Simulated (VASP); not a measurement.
Runs of VASP 6.6.1 on Sc. Symmetry: P6_3/mmc, No. 194, hexagonal system. Conventional cell: a = 3.227 Å, b = 3.227 Å, c = 5.009 Å, α = 90.00°, β = 90.00°, γ = 120.00°. Sc (site symmetry -6m2) has 12 Sc at 3.12 to 3.23 Å within 4.1 Å. 

```tsv
k mesh	smearing	gap on the mesh (eV)	pressure (GPa)
11 × 11 × 6	gaussian 0.1 eV	none	-0.1
11 × 11 × 6	gaussian 0.01 eV	none	-0.2
3 × 3 × 2	fermi-dirac 0.1 eV	none	(a)
11 × 11 × 6	methfessel-paxton 0.3 eV	none	-0.1
7 × 7 × 4	fermi-dirac 0.1 eV	none	0.1
11 × 11 × 6	methfessel-paxton 0.1 eV	none	-0.2
11 × 11 × 6	gaussian 0.6 eV	none	0.7
```

Alike in all rows: task single point; level LDA; potentials or basis VASP PAW LDA potentials, release 64 (Sc_sv); no spin polarisation; cell as given; cutoff (eV) 500.

Q: Fill in the values left out.

A: (a) -0.6.

Caveats: some runs use coarse meshes.

A gap of «none» marks levels without a gap at the run's occupations.
